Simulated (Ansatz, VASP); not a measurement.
Hf: VASP beside Ansatz

```
Hf
1.0
     3.02938    0.00000    0.00000
     0.00000    4.59258    0.00000
     0.00000    0.00000    3.14184
Hf
2
Cartesian
  0.0000 0.0000 2.0261
  1.5147 2.2963 1.1157
```

Alike in both runs: task relaxation of cell and atoms; functional PBE; k mesh 6 × 4 × 6; occupations gaussian, width 0.1 eV; no spin polarisation.

```csv
,VASP,Ansatz
version,VASP 6.6.1,Ansatz 0.2.0
potentials or method,"VASP PAW PBE potentials, release 64 (Hf_pv), cutoff 600 eV","scalar-relativistic, plane waves, PAW"
valence electrons in the cell,20,52
```

|  | VASP | Ansatz | Ansatz less VASP |
| --- | --- | --- | --- |
| gap on the k mesh at the Fermi level, each at its own relaxed structure (eV) | none | none | - |
| relaxed volume (Å³/atom) | 22.47 | 22.58 | +0.111 |
| relaxed cell length with the largest relative difference (Å) | 3.148 | 3.157 | +0.0093 |

A gap of «none» marks a metal or a gap that the smearing closes. VASP's potentials hold 20 valence electrons a cell and Ansatz's 52, so a difference there can come from the potentials and not from the codes.

Spin-orbit coupling is off throughout.
